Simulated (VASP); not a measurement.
**Ga: single point with PBE**

The system is Ga.

```
Ga
1.0
     1.43550   -4.02435    0.00000
     1.43550    4.02435    0.00000
     0.00000    0.00000    3.17000
Ga
2
Cartesian
  1.4355 -2.9539 0.7925
  1.4355 2.9539 2.3775
```

This cell differs from its parent crystal: equal xx and yy strain of -1 %.

```yaml
Program: VASP 6.6.1
Task: single point
Functional: PBE
Potentials_or_basis: VASP PAW PBE potentials, release 64 (Ga_d)
Cutoff: 520 eV
k_mesh: 12 × 12 × 10
Occupations: fermi-dirac, width 0.08 eV
Spin: no spin polarisation
Dipole_correction: no
Further_INCAR_settings: ALGO = Normal; EDIFF = 1e-06; NBANDS = 20
```

```
Pressure               : 2.7 GPa
Largest force          : 0.205 eV/Å
Band gap on the k mesh : zero (band 13 reaches 10.87 eV, above the bottom of band 14 at 1.49 eV)
```

Forces in eV/Å, atoms in the order of the input:
```
Ga   0.000  0.205  0.000
Ga   0.000 -0.205  0.000
```

Stress tensor (GPa, compression positive):
```
0.31 0.00 0.00
0.00 3.99 0.00
0.00 0.00 3.89
```

Levels at points of the mesh, in eV from the Fermi level:
```csv
k point,band 9,band 10,band 11,band 12,band 13,band 14,band 15,band 16,band 17,band 18
"(0.00, 0.00, 0.00)",-14.88,-14.72,-11.43,-2.31,-1.51,2.71,6.43,8.05,8.99,10.68
"(0.50, 0.00, 0.00)",-14.78,-14.78,-6.74,-5.51,-1.80,-0.37,6.62,6.67,9.12,9.30
"(0.50, 0.50, 0.00)",-14.84,-14.79,-9.36,-8.71,5.00,5.75,5.96,7.04,7.19,9.60
"(0.00, 0.00, 0.50)",-14.80,-14.80,-7.59,-7.59,1.84,1.84,2.56,2.56,10.57,10.57
"(0.50, 0.00, 0.50)",-14.77,-14.77,-3.10,-3.10,-1.68,-1.68,1.86,1.86,4.27,4.27
"(0.50, 0.50, 0.50)",-14.86,-14.86,-5.70,-5.70,-4.38,-4.38,9.78,9.78,11.68,11.68
```

Wall time 2.2 min on 1 thread of AMD EPYC 7R43 64-Core Processor (Zen 3) (shared host), peak memory 0.24 GiB.

Caveat: the cell differs from its parent crystal (equal xx and yy strain of -1 %).
